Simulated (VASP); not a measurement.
Wanted: the native input for a VASP 6.6.1 run.

* Task: single point
* Functional: PBE
* Potentials or basis: VASP PAW PBE potentials, release 64 (Cu, O)
* Cutoff: 520 eV
* k mesh: 4 × 4 × 4
* Occupations: fermi-dirac, width 0.05 eV
* Spin: no spin polarisation
* Dipole correction: no
* Further INCAR settings: ALGO = Normal; EDIFF = 1e-06; NBANDS = 16

The structure of CuO lies in POSCAR:

```
CuO
1.0
    0.0000000000      2.1165600000      2.1165600000
    2.1165600000      0.0000000000      2.1165600000
    2.1165600000      2.1165600000      0.0000000000
Cu O
1 1
Direct
    0.0294977200      0.0281008700      0.9080259900
    0.4705022800      0.4718991300      0.5919740100
```

These files were run (other wordings do the same):

INCAR

```
ALGO = Normal ; EDIFF = 1E-6
ENCUT = 520 ; GGA = PE
ISIF = 2 ; ISMEAR = -1
LASPH = True ; LCHARG = False
LREAL = False ; LWAVE = False
NBANDS = 16 ; NELM = 100
PREC = Accurate ; SIGMA = 0.05
```

KPOINTS

```
k-points
0
Gamma
  4 4 4
```

Potentials or basis: VASP PAW PBE potentials, release 64 (Cu, O).

Run with:

```bash
$ cat potpaw_PBE.64/Cu/POTCAR potpaw_PBE.64/O/POTCAR > POTCAR
$ mpirun -np 1 vasp_std > vasp.out
```

Results of the run:

The pressure is 19.2 GPa and the largest force is 1.008 eV/Å. The band gap on the k mesh is zero (an odd number of electrons rules out a gap without spin polarisation).

Caveat: the k points lie up to 0.64 Å⁻¹ apart, too coarse for converged energies and pressures of a metal; an odd number of electrons without spin polarisation forces a metal; a magnetic or distorted state may lie lower; semilocal functionals often make such compounds metallic where correlation or magnetic order opens a gap, which also shifts bond lengths.

It took 5.5 s on 1 thread of Intel(R) Xeon(R) 6975P-C (Granite Rapids) (shared host), peak memory 0.14 GiB.
